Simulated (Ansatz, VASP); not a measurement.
# Zn: VASP beside Ansatz

Contents of INCAR:

```
SYSTEM = Zn
PREC = Accurate
ENCUT = 500
EDIFF = 1E-7
ISMEAR = 0
SIGMA = 0.1
LREAL = .False.
LASPH = .True.
NELM = 120
ALGO = Normal
ISIF = 3
LWAVE = .False.
LCHARG = .False.
GGA = PE
IBRION = 2
NSW = 80
EDIFFG = -0.05
GGA_COMPAT = .False.
NELMIN = 4
```

The input KPOINTS:

```
Automatic mesh
0
Gamma
  10 10 10
  0 0 0
```

Contents of POSCAR:

```
Zn
1.0
   -1.3998524485      1.3998524485      1.3088012338
    1.3998524485     -1.3998524485      1.3088012338
    1.3998524485      1.3998524485     -1.3088012338
Zn
1
Direct
    0.0000000000      0.0000000000      0.0000000000
```

Input for Ansatz:

```yaml
crystal:
  lattice:
    - [-1.3998524485, 1.3998524485, 1.3088012338]
    - [1.3998524485, -1.3998524485, 1.3088012338]
    - [1.3998524485, 1.3998524485, -1.3088012338]
  atoms:
    - { symbol: Zn, position: [0.0, 0.0, 0.0] }
basis:
  ecutwfc: 420
kpoints:
  mp_grid: { grid: [10, 10, 10] }
hamiltonian:
  xc: pbe
scf:
  occupations: { method: gaussian, width: 0.1 }
output:
  forces: true
  stress: true
  eigenvalues: true
relax:
  adjacent_minimum: "off"
  f_tol: 0.05
  max_steps: 60
  cell: { stress_tol: 0.5 }
```

Alike in both runs: task relaxation of cell and atoms; functional PBE; k mesh 10 × 10 × 10; occupations gaussian, width 0.1 eV; no spin polarisation.

```csv
,VASP,Ansatz
version,VASP 6.6.1,Ansatz 0.2.0
potentials or method,"VASP PAW PBE potentials, release 64 (Zn), cutoff 500 eV","scalar-relativistic, plane waves, PAW"
valence electrons in the cell,12,12
```

Ansatz gave:

```
gap on the k mesh at the Fermi level, each at its own relaxed structure (eV) : none
relaxed volume (Å³/atom)                                                     : 15.43
relaxed cell length with the largest relative difference (Å)                 : 2.757
```

Q: Which values does VASP return?

A: gap on the k mesh at the Fermi level, each at its own relaxed structure (eV): none; relaxed volume (Å³/atom): 15.41; relaxed cell length with the largest relative difference (Å): 2.755.

A gap of «none» marks a metal or a gap that the smearing closes.

Noted on VASP's run: the volume moved by over 15 % at a fixed basis, so the end points are rough.
